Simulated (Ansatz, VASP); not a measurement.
C in VASP and in Ansatz

INCAR

```
ALGO = Normal
EDIFF = 1E-8
ENCUT = 520
GGA = PS
ISIF = 2
ISMEAR = -1
LASPH = True
LCHARG = False
LEFG = True
LREAL = False
LWAVE = False
NBANDS = 11
NELM = 100
PREC = Accurate
SIGMA = 0.05
```

Contents of KPOINTS:

```
k-points
0
Gamma
  18 18 18
```

The input POSCAR:

```
C
1.0
    0.0000000000      2.1340664971      3.3591230053
    1.2320797642      0.0000000000      3.3591230053
    1.2320797642      2.1340664971      0.0000000000
C
2
Direct
    0.1666700000      0.8333300000      0.1666700000
    0.8333300000      0.1666700000      0.8333300000
```

Input for Ansatz:

```yaml
crystal:
  lattice:
    - [0.0, 2.1340664971, 3.3591230053]
    - [1.2320797642, 0.0, 3.3591230053]
    - [1.2320797642, 2.1340664971, 0.0]
  atoms:
    - { symbol: C, position: [0.16667, 0.83333, 0.16667] }
    - { symbol: C, position: [0.83333, 0.16667, 0.83333] }
kpoints:
  mp_grid: { grid: [18, 18, 18] }
scf:
  occupations: { method: fermi_dirac, width: 0.05 }
hamiltonian:
  xc: pbesol
  pseudopotentials: { kind: all_electron, datasets: crystal }
output:
  forces: true
  stress: true
  eigenvalues: true
  efg: { contact_densities: true }
```

Change from the starting cell: volume scaled by 1.01, crystal datasets.

Alike in both runs: task electric field gradients; functional PBEsol; k mesh 18 × 18 × 18; occupations fermi-dirac, width 0.05 eV; no spin polarisation.

```csv
,VASP,Ansatz
version,VASP 6.6.1,Ansatz 0.2.0
potentials or method,"VASP PAW PBE potentials, release 64 (C), cutoff 520 eV","all-electron PAW with datasets made for the crystal, scalar-relativistic"
```

```csv
,VASP,Ansatz,Ansatz less VASP
pressure (GPa),-0.7,-1.4,-0.72
"traceless stress, the component that is largest in VASP (GPa)",2.30,3.10,+0.797
size of Vzz on the site where it differs most (V/Å²),31.3,26.0,-5.27
```

VASP's potentials were made for PBE, not for PBEsol. Ansatz ran all-electron here, and VASP with PAW potentials.
